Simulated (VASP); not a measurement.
Crystal: InP.

```
In P
1.0
     0.00000    2.91083    2.91083
     2.91083    0.00000    2.91083
     2.91083    2.91083    0.00000
In P
1 1
Direct
  0.00000 0.00000 0.00000
  0.75000 0.75000 0.75000
```

Base run:

```yaml
Program: VASP 6.6.1
Functional: revPBE
Potentials_or_basis: VASP PAW PBE potentials, release 64 (In_d, P)
Cutoff: 520 eV
k_mesh: 8 × 8 × 8
Occupations: fermi-dirac, width 0.05 eV
Spin: no spin polarisation
```

Its results: band gap on the k mesh 0.92 eV, direct; pressure 6.2 GPa.

Q: The run is repeated on the same cell with these changes: functional from revPBE to SVWN5. What comes out?

A: Band gap on the k mesh 0.59 eV, direct; pressure 0.2 GPa.

SVWN5 binds more tightly than revPBE, so the same cell stands under less pressure.

Caveats: the PAW data sets were made with another functional, which shifts forces and pressure a little; spin-orbit coupling is left out, which moves the levels of the heavy elements.

